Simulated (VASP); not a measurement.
# CsPdCl3 (Pm-3m) in VASP: a series of runs

CsPdCl3 is run at these levels: LDA; tasks: single point.

All numbers are computed with VASP 6.6.1; they aren't measurements. Logs are shortened: lines on timing, memory, paths and dates and some standing lists are left out, and cuts for length are marked.

### Step 1. The cell of the first run

It takes space group Pm-3m (No. 221, cubic). Conventional cell: a = 5.063 Å, b = 5.063 Å, c = 5.063 Å, α = 90.00°, β = 90.00°, γ = 90.00°. Within 4.7 Å of Cs (site symmetry m-3m) lie 12 Cl at 3.58 Å and 8 Pd at 4.38 Å. Within 3.3 Å of Pd (site symmetry m-3m) lie 6 Cl at 2.53 Å. Within 3.3 Å of Cl (site symmetry 4/mmm) lie 2 Pd at 2.53 Å.

### Step 2. Single point, LDA

INCAR reads:

```
ALGO     = Normal         # electronic algorithm
EDIFF    = 1E-6           # SCF threshold, eV
ENCUT    = 520            # plane-wave cutoff, eV
GGA      = CA             # functional
ISIF     = 2              # what is computed and relaxed
ISMEAR   = -1             # smearing method
LASPH    = T              # aspherical terms in the spheres
LCHARG   = T              # write CHGCAR
LELF     = T              # ELF
LREAL    = F              # projectors in reciprocal space
LVHAR    = T            
LWAVE    = F              # write WAVECAR
NBANDS   = 28             # bands
NELM     = 80             # most SCF steps
PREC     = Accurate       # precision mode
SIGMA    = 0.5            # smearing width, eV
```

KPOINTS reads:

```
k-points
0
Gamma
  5 5 5
```

POSCAR reads:

```
CsPdCl3
1.0
    5.0632240000      0.0000000000      0.0000000000
    0.0000000000      5.0632240000      0.0000000000
    0.0000000000      0.0000000000      5.0632240000
Cs Pd Cl
1 1 3
Direct
    0.5000000000      0.5000000000      0.5000000000
    0.0000000000      0.0000000000      0.0000000000
    0.0000000000      0.0000000000      0.5000000000
    0.5000000000      0.0000000000      0.0000000000
    0.0000000000      0.5000000000      0.0000000000
```

Potentials or basis: VASP PAW LDA potentials, release 64 (Cs_sv, Pd, Cl).

Launch:

```sh
$ cat potpaw_LDA.64/Cs_sv/POTCAR potpaw_LDA.64/Pd/POTCAR potpaw_LDA.64/Cl/POTCAR > POTCAR
$ mpirun -np 1 vasp_std > vasp.out
```

OUTCAR:

```text
EDIFF = 1E-6
   ENCUT = 520
   GGA = CA
   ISIF = 2
   ISMEAR = -1
   LASPH = T
   LREAL = F
   NELM = 80
   PREC = Accurate

 ion  position               nearest neighbor table
   1  0.500  0.500  0.500-
   2  0.000  0.000  0.000-   3 2.53   4 2.53   5 2.53   3 2.53   5 2.53   4 2.53
   3  0.000  0.000  0.500-   2 2.53   2 2.53
   4  0.500  0.000  0.000-   2 2.53   2 2.53
   5  0.000  0.500  0.000-   2 2.53   2 2.53

  LATTYP: Found a simple cubic cell.
 ALAT       =     5.0632240000

  Lattice vectors:

 A1 = (   5.0632240000,   0.0000000000,   0.0000000000)
 A2 = (   0.0000000000,   5.0632240000,   0.0000000000)
 A3 = (   0.0000000000,   0.0000000000,   5.0632240000)

Analysis of symmetry for initial positions (statically):
=====================================================================
 Subroutine PRICEL returns:
 Original cell was already a primitive cell.

 Routine SETGRP: Setting up the symmetry group for a
 simple cubic supercell.

 Subroutine GETGRP returns: Found 48 space group operations
 (whereof 48 operations were pure point group operations)
 out of a pool of 48 trial point group operations.

The static configuration has the point symmetry O_h .

Analysis of symmetry for dynamics (positions and initial velocities):
=====================================================================
 Subroutine PRICEL returns:
 Original cell was already a primitive cell.

 Routine SETGRP: Setting up the symmetry group for a
 simple cubic supercell.

 Subroutine GETGRP returns: Found 48 space group operations
 (whereof 48 operations were pure point group operations)
 out of a pool of 48 trial point group operations.

The dynamic configuration has the point symmetry O_h .

 Subroutine INISYM returns: Found 48 space group operations
 (whereof 48 operations are pure point group operations),
 and found     1 'primitive' translations

----------------------------------------------------------------------------------------

                                     Primitive cell

  volume of cell :     129.8020

  direct lattice vectors                    reciprocal lattice vectors
     5.063224000  0.000000000  0.000000000     0.197502619  0.000000000  0.000000000
     0.000000000  5.063224000  0.000000000     0.000000000  0.197502619  0.000000000
     0.000000000  0.000000000  5.063224000     0.000000000  0.000000000  0.197502619

  length of vectors
     5.063224000  5.063224000  5.063224000     0.197502619  0.197502619  0.197502619

  position of ions in fractional coordinates (direct lattice)
     0.500000000  0.500000000  0.500000000
     0.000000000  0.000000000  0.000000000
     0.000000000  0.000000000  0.500000000
     0.500000000  0.000000000  0.000000000
     0.000000000  0.500000000  0.000000000

  ion indices of the primitive-cell ions
   primitive index   ion index
                 1           1
                 2           2
                 3           3
                 4           4
                 5           5

----------------------------------------------------------------------------------------

 KPOINTS: k-points

Automatic generation of k-mesh.
 Grid dimensions read from file:
 generate k-points for:    5    5    5

 Generating k-lattice:

  Cartesian coordinates                     Fractional coordinates (reciprocal lattice)
     0.039500524  0.000000000  0.000000000     0.200000000  0.000000000  0.000000000
     0.000000000  0.039500524  0.000000000     0.000000000  0.200000000  0.000000000
     0.000000000  0.000000000  0.039500524     0.000000000  0.000000000  0.200000000

  Length of vectors
     0.039500524  0.039500524  0.039500524

  Shift w.r.t. Gamma in fractional coordinates (k-lattice)
     0.000000000  0.000000000  0.000000000

 Subroutine IBZKPT returns following result:
 ===========================================

 Found     10 irreducible k-points:

 Following reciprocal coordinates:
            Coordinates               Weight
  0.000000  0.000000  0.000000      1.000000
  0.200000  0.000000  0.000000      6.000000
  0.400000  0.000000  0.000000      6.000000
  0.200000  0.200000  0.000000     12.000000
  0.400000  0.200000  0.000000     24.000000
  0.400000  0.400000  0.000000     12.000000
  0.200000  0.200000  0.200000      8.000000
  0.400000  0.200000  0.200000     24.000000
  0.400000  0.400000  0.200000     24.000000
  0.400000  0.400000  0.400000      8.000000
   k-points           NKPTS =     10   k-points in BZ     NKDIM =     10   number of bands    NBANDS=     28
   number of dos      NEDOS =    301   number of ions     NIONS =      5
   total plane-waves  NPLWV =  64000
   dimension x,y,z NGX =    40 NGY =   40 NGZ =   40
   dimension x,y,z NGXF=    80 NGYF=   80 NGZF=   80
   ions per type =               1   1   3
   NGX,Y,Z   is equivalent  to a cutoff of  13.13, 13.13, 13.13 a.u.
   NGXF,Y,Z  is equivalent  to a cutoff of  26.27, 26.27, 26.27 a.u.
 SYSTEM =  unknown system
   PREC   = accura    normal or accurate (medium, high low for compatibility)
   ISTART =      0    job   : 0-new  1-cont  2-samecut
   ICHARG =      2    charge: 1-file 2-atom 10-const
   ISPIN  =      1    spin polarized calculation?
   LNONCOLLINEAR =      F non collinear calculations
   LSORBIT =      F    spin-orbit coupling
   LASPH  =      T    aspherical Exc in radial PAW
   ENCUT  =  520.0 eV  38.22 Ry    6.18 a.u.   9.41  9.41  9.41*2*pi/ulx,y,z
   NELM   =     80;   NELMIN=  2; NELMDL= -5     # of ELM steps
   EDIFF  = 0.1E-05   stopping-criterion for ELM
   LREAL  =      F    real-space projection
   EDIFFG = 0.1E-04   stopping-criterion for IOM
   NSW    =      0    number of steps for IOM
   IBRION =     -1    ionic relax: 0-MD 1-quasi-New 2-CG
   NFREE  =      0    steps in history (QN), initial steepest desc. (CG)
   ISIF   =      2    stress and relaxation
   ISYM   =      2    0-nonsym 1-usesym 2-fastsym
   POTIM  = 0.5000    time-step for ionic-motion
   TEBEG  =    0.0;   TEEND  =   0.0 temperature during run
   PSTRESS=    0.0 pullay stress
   NELECT =      40.0000    total number of electrons
   NUPDOWN=      -1.0000    fix difference up-down
   EMIN   =  10.00;   EMAX   =-10.00  energy-range for DOS
   EFERMI =   0.00;   METHOD = LEGACY
   ISMEAR =    -1;   SIGMA  =   0.50  broadening in eV -4-tet -1-fermi 0-gaus
   EFERMI_NEDOS =   21; number of points for ismear=-14 and -15
   IALGO  =     38    algorithm
   IMIX   =      4    mixing-type and parameters
     AMIX     =   0.40;   BMIX     =  1.00
     AMIX_MAG =   1.60;   BMIX_MAG =  1.00
  volume/ion in A,a.u.               =      25.96       175.19
  Fermi-wavevector in a.u.,A,eV,Ry     =   1.105777  2.089616 16.636436  1.222744
  Thomas-Fermi vector in A             =   2.242269
   LORBIT       =      0    0 simple, 1 ext, 2 COOP (PROOUT), +10 PAW based schemes
   GGA     = CA    functional components
   LHFCALC =     F    Hartree Fock is set to
   AEXX    =    0.0000 exact exchange contribution
   IVDW    =     0    specifies the selected vdW correction
   LEPSILON=     F    determine dielectric tensor
   LRPA    =     F    only Hartree local field effects (RPA)
 non-spin polarized calculation
  energy-cutoff  :      520.00
  volume of cell :      129.80
 maximum number of plane-waves:      3519
 NGX is ok and might be reduce to    40
   NGX = 19   NGY = 19   NGZ = 19

 number of electron      40.0000004 magnetization

 Free energy of the ion-electron system (eV)
  ---------------------------------------------------
  ext. energy  EPLUGINS =         0.00000000
  ---------------------------------------------------
  free energy    TOTEN  =       -20.78353361 eV

  energy without entropy =      -19.04345952  energy(sigma->0) =      -19.91349657

 E-fermi :   2.3851     XC(G=0):  -9.5063

 val. band max:        2.0524887823   @ k =   0.4000   0.4000   0.2000
 cond. band min:       2.4343392412   @ k =   0.4000   0.2000   0.0000
 fundamental gap:      0.3818504589
 Fermi energy:         2.3851089900

 k-point     1 :       0.0000    0.0000    0.0000
  band No.  band energies     occupation
      1     -17.7869      2.00000
      2     -12.7327      2.00000
      3     -12.0939      2.00000
      4     -12.0939      2.00000
      5      -4.7726      2.00000
      6      -4.7726      2.00000
[... 20 lines left out ...]
     27       8.5883      0.00001
     28       8.5883      0.00001

 k-point     2 :       0.2000    0.0000    0.0000
  band No.  band energies     occupation
      1     -17.7813      2.00000
      2     -12.6868      2.00000
      3     -12.1251      2.00000
      4     -12.0909      2.00000
      5      -4.7384      2.00000
      6      -4.7384      2.00000
[... 20 lines left out ...]
     27       8.9913      0.00000
     28       8.9913      0.00000

 k-point     3 :       0.4000    0.0000    0.0000
  band No.  band energies     occupation
      1     -17.7720      2.00000
      2     -12.6033      2.00000
      3     -12.1831      2.00000
      4     -12.0861      2.00000
      5      -4.6801      2.00000
      6      -4.6801      2.00000
[... 20 lines left out ...]
     27       9.8864      0.00000
     28       9.8864      0.00000

 k-point     4 :       0.2000    0.2000    0.0000
  band No.  band energies     occupation
      1     -17.7761      2.00000
      2     -12.6360      2.00000
      3     -12.1369      2.00000
      4     -12.1058      2.00000
      5      -4.7695      2.00000
      6      -4.7051      2.00000
[... 144 lines left out ...]
     27       9.6896      0.00000
     28      10.5674      0.00000

 k-point     9 :       0.4000    0.4000    0.2000
  band No.  band energies     occupation
      1     -17.7575      2.00000
      2     -12.3574      2.00000
      3     -12.1970      2.00000
      4     -12.1702      2.00000
      5      -4.8538      2.00000
      6      -4.8482      2.00000
[... 20 lines left out ...]
     27      10.0153      0.00000
     28      10.0632      0.00000

 k-point    10 :       0.4000    0.4000    0.4000
  band No.  band energies     occupation
      1     -17.7523      2.00000
      2     -12.2603      2.00000
      3     -12.1849      2.00000
      4     -12.1849      2.00000
      5      -4.9757      2.00000
      6      -4.9757      2.00000
[... 20 lines left out ...]
     27      10.1666      0.00000
     28      10.1666      0.00000

------------------------ aborting loop because EDIFF is reached ----------------------------------------

  FORCE on cell =-STRESS in cart. coord.  units (eV):
  Direction    XX          YY          ZZ          XY          YZ          ZX
  --------------------------------------------------------------------------------------
  -------------------------------------------------------------------------------------
  Total       -2.7256545     -2.7256545     -2.7256545      0.0000000     -0.0000000      0.0000000
  in kB      -33.6434069    -33.6434069    -33.6434069      0.0000000     -0.0000000      0.0000000
  external PRESSURE =     -33.6434069 kB  Pullay stress =       0.0000000 kB

 VOLUME and BASIS-vectors are now :
 -----------------------------------------------------------------------------
  energy-cutoff  :      520.00
  volume of cell :      129.80
      direct lattice vectors                 reciprocal lattice vectors
     5.063224000  0.000000000  0.000000000     0.197502619  0.000000000  0.000000000
     0.000000000  5.063224000  0.000000000     0.000000000  0.197502619  0.000000000
     0.000000000  0.000000000  5.063224000     0.000000000  0.000000000  0.197502619

 POSITION                                       TOTAL-FORCE (eV/Angst)
 -----------------------------------------------------------------------------------
      2.53161      2.53161      2.53161         0.000000      0.000000      0.000000
      0.00000      0.00000      0.00000         0.000000      0.000000      0.000000
      0.00000      0.00000      2.53161         0.000000      0.000000      0.000000
      2.53161      0.00000      0.00000         0.000000      0.000000      0.000000
      0.00000      2.53161      0.00000         0.000000      0.000000      0.000000
 -----------------------------------------------------------------------------------
    total drift:                                0.000000      0.000000     -0.000000

  FREE ENERGIE OF THE ION-ELECTRON SYSTEM (eV)
  ---------------------------------------------------
  free  energy   TOTEN  =       -20.7835336146 eV

  energy  without entropy=      -19.0434595219  energy(sigma->0) =      -19.91349657
```

Wall time 29 s (1 thread of Intel Xeon Platinum 8259CL at 2.50GHz (Skylake/Cascade Lake), shared host); peak memory 0.21 GiB.

What came out:

```
Free energy            : -20.7835 eV
Pressure               : -3.4 GPa
Band gap on the k mesh : zero (band 20 reaches 3.44 eV, above the bottom of band 21 at 0.43 eV)
```

Levels at points of the mesh, in eV from the Fermi level:
```
           k point  band 16  band 17  band 18  band 19  band 20  band 21  band 22  band 23  band 24  band 25
(0.00, 0.00, 0.00)    -2.40    -2.05    -2.05    -1.95    -1.95    -1.95     2.76     4.51     4.51     4.59
```

Caveat: spin-orbit coupling is left out, which moves the levels of the heavy elements.

### Step 3. Single point, LDA

INCAR reads:

```
SYSTEM = CsPdCl3
  PREC = Accurate
  ENCUT = 520
  EDIFF = 1E-7
  ISMEAR = -1
  SIGMA = 0.3
  LREAL = .False.
  LASPH = .True.
  NELM = 80
  ALGO = Normal
  ISIF = 2
  LWAVE = .False.
  LCHARG = .False.
  NBANDS = 28
```

KPOINTS reads:

```
Automatic mesh
0
Gamma
  5 5 5
  0 0 0
```

POSCAR is that of step 2.

Potentials or basis: VASP PAW LDA potentials, release 64 (Cs_sv, Pd, Cl).

Launch:

```sh
$ cat potpaw_LDA.64/Cs_sv/POTCAR potpaw_LDA.64/Pd/POTCAR potpaw_LDA.64/Cl/POTCAR > POTCAR
$ mpirun -np 1 vasp_std > vasp.out
```

Wall time 31 s (1 thread of Intel Xeon Platinum 8259CL at 2.50GHz (Skylake/Cascade Lake), shared host); peak memory 0.21 GiB.

Results (log left out):

```
Free energy            : -20.2183 eV
Pressure               : -4.5 GPa
Band gap on the k mesh : zero (band 20 reaches 3.35 eV, above the bottom of band 21 at 0.42 eV)
```

Levels at points of the mesh, in eV from the Fermi level:
```tsv
k point	band 16	band 17	band 18	band 19	band 20	band 21	band 22	band 23	band 24	band 25
(0.00, 0.00, 0.00)	-2.08	-1.82	-1.82	-1.63	-1.63	-1.63	3.05	4.86	4.86	4.94
```

Caveat: spin-orbit coupling is left out, which moves the levels of the heavy elements.

### Step 4. Single point, LDA

INCAR reads:

```
SYSTEM = CsPdCl3
PREC = Accurate
ENCUT = 520
EDIFF = 1E-6
ISMEAR = -1
SIGMA = 0.2
LREAL = .False.
LASPH = .True.
NELM = 80
ALGO = Normal
ISIF = 2
LWAVE = .False.
LCHARG = .False.
GGA = CA
NBANDS = 28
```

KPOINTS reads:

```
regular mesh
0
Gamma
  5 5 5
  0 0 0
```

POSCAR is that of step 3.

Launch:

```sh
$ cat potpaw_LDA.64/Cs_sv/POTCAR potpaw_LDA.64/Pd/POTCAR potpaw_LDA.64/Cl/POTCAR > POTCAR
$ mpirun -np 1 vasp_std > vasp.out
```

Wall time 30 s (1 thread of Intel Xeon Platinum 8259CL at 2.50GHz (Skylake/Cascade Lake), shared host); peak memory 0.21 GiB.

It converged, with:

* Free energy: -20.0465 eV
* Pressure: -4.9 GPa
* Band gap on the k mesh: zero (band 20 reaches 3.32 eV, above the bottom of band 21 at 0.41 eV)

Levels at points of the mesh, in eV from the Fermi level:
```
           k point  band 17  band 18  band 19  band 20  band 21  band 22  band 23  band 24
(0.00, 0.00, 0.00)    -1.73    -1.73    -1.51    -1.51    -1.51     3.17     5.00     5.00
```

Caveat: spin-orbit coupling is left out, which moves the levels of the heavy elements.

### Step 5. Single point, LDA

INCAR reads:

```
SYSTEM = CsPdCl3
PREC = Accurate
ENCUT = 520
EDIFF = 1E-6
ISMEAR = -1
SIGMA = 0.1
LREAL = .False.
LASPH = .True.
NELM = 80
ALGO = Normal
ISIF = 2
LWAVE = .False.
LCHARG = .True.
GGA = CA
LELF = .True.
LVHAR = .True.
NBANDS = 28
```

KPOINTS reads:

```
Automatic mesh
0
Gamma
  5 5 5
  0 0 0
```

POSCAR is that of step 4.

Launch:

```sh
$ cat potpaw_LDA.64/Cs_sv/POTCAR potpaw_LDA.64/Pd/POTCAR potpaw_LDA.64/Cl/POTCAR > POTCAR
$ mpirun -np 1 vasp_std > vasp.out
```

Run time: 32 s. Hardware: 1 thread of Intel Xeon Platinum 8259CL at 2.50GHz (Skylake/Cascade Lake), shared host; peak memory 0.21 GiB.

The run converged. Its results:

* Free energy: -19.9507 eV
* Pressure: -5.1 GPa
* Band gap on the k mesh: zero (band 20 reaches 3.30 eV, above the bottom of band 21 at 0.41 eV)

Levels at points of the mesh, in eV from the Fermi level:
```tsv
k point	band 18	band 19	band 20	band 21	band 22	band 23
(0.00, 0.00, 0.00)	-1.66	-1.42	-1.42	-1.42	3.24	5.09
```

Caveat: spin-orbit coupling is left out, which moves the levels of the heavy elements.

### Step 6. Summary

```tsv
smearing	gap on the mesh (eV)	pressure (GPa)
fermi-dirac 0.5 eV	none	-3.4
fermi-dirac 0.3 eV	none	-4.5
fermi-dirac 0.2 eV	none	-4.9
fermi-dirac 0.1 eV	none	-5.1
```

Alike in all rows: task single point; level LDA; potentials or basis VASP PAW LDA potentials, release 64 (Cs_sv, Pd, Cl); no spin polarisation; cell as given; k mesh 5 × 5 × 5; cutoff (eV) 520.

Every run on the cell as given and a fine mesh finds a metal.

Caveats: spin-orbit coupling is left out, which moves the levels of the heavy elements.

Absolute energies hang on the potentials; compare differences alone.
